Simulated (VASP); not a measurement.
SiNi:

```
Si Ni
1.0
     0.00246    3.28353    0.03211
    -0.00802    0.04600    4.73696
     6.17819    0.00452   -0.01028
Si Ni
4 4
Direct
  0.51419 0.84936 0.26126
  0.49684 0.85101 0.73732
  0.03116 0.15228 0.01410
  0.98303 0.15379 0.48878
  0.48068 0.34192 0.25395
  0.51415 0.33537 0.74689
  0.99119 0.65233 0.50330
  0.98875 0.66394 0.99440
```

* Program: VASP 6.6.1
* Task: relaxation of cell and atoms
* Functional: PBE
* Potentials or basis: VASP PAW PBE potentials, release 64 (Si, Ni)
* Cutoff: 600 eV
* k mesh: 6 × 6 × 4
* Occupations: gaussian, width 0.2 eV
* Spin: no spin polarisation

At the start: pressure -2.8 GPa; volume 12.01 Å³/atom.

Problem. Where does the relaxation end?

Solution. Over 12 steps the energy falls by 33.0 meV/atom and the volume is 11.73 Å³/atom (-2.3 %); space group P1 (No. 1, to 0.1 Å) before, Pmmn (No. 59, to 0.1 Å).

Step by step:
```
step  energy change (eV)  largest force (eV/Å)  pressure (GPa)  volume (Å³)
   1              0.0000                1.0978           -2.78        96.09
   2             -0.1760                0.6216            1.82        93.21
   3             -0.1868                0.4818            3.57        92.31
   4             -0.2418                0.3912           -1.40        94.55
   5             -0.2436                0.3726           -0.69        94.20
   6             -0.2595                0.1059           -0.07        93.88
   7             -0.2606                0.0836            0.16        93.78
   8             -0.2623                0.0525           -0.12        93.92
   9             -0.2627                0.0317           -0.42        94.07
  10             -0.2633                0.0342            0.15        93.79
  11             -0.2633                0.0312            0.08        93.83
  12             -0.2636                0.0222            0.04        93.86
```

Final structure:
```
Si Ni
1.0
     0.00036    3.23684    0.00047
     0.00024    0.00045    4.70615
     6.16129    0.00035    0.00030
Si Ni
4 4
Direct
  0.49975 0.84385 0.25004
  0.50042 0.84419 0.74993
  0.99921 0.15587 0.00025
  0.00059 0.15604 0.49993
  0.50045 0.34291 0.25000
  0.49958 0.34302 0.74987
  0.99985 0.65713 0.49995
  0.00016 0.65699 0.00003
```
